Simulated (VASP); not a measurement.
**Hf: single point with PBEsol**

Hf:

```
CELL_PARAMETERS angstrom
3.15889 0.00000 0.00000
-1.57944 2.73567 0.00000
0.00000 0.00000 5.00112
ATOMIC_POSITIONS crystal
Hf 0.33333 0.66667 0.25000
Hf 0.66667 0.33333 0.75000
```

| Property | Result |
| --- | --- |
| Program | VASP 6.6.1 |
| Task | single point |
| Functional | PBEsol |
| Potentials or basis | VASP PAW PBE potentials, release 64 (Hf_pv) |
| Cutoff | 520 eV |
| k mesh | 14 × 14 × 8 |
| Occupations | fermi-dirac, width 0.08 eV |
| Spin | no spin polarisation |
| Dipole correction | no |
| k mesh for the DOS | 21 × 21 × 12 |
| Occupations for the DOS | tetrahedron |
| Further INCAR settings | ALGO = Normal; EDIFF = 1e-07 |

```
Valence electrons inside the program's atomic spheres : Hf 8.40
```

Levels at points of the mesh, in eV from the Fermi level:
```
           k point  band 7  band 8  band 9  band 10  band 11  band 12  band 13  band 14
(0.00, 0.00, 0.00)   -7.52   -3.84    0.78     1.16     1.16     1.44     2.02     2.02
(0.00, 0.00, 0.50)   -5.48   -5.48    0.12     0.12     1.05     1.05     1.05     1.05
```

It took 60 s on 1 thread of Intel(R) Xeon(R) 6975P-C (Granite Rapids), on a shared host, peak memory 0.29 GiB.

Caveat: spin-orbit coupling is left out, which moves the levels of the heavy elements.
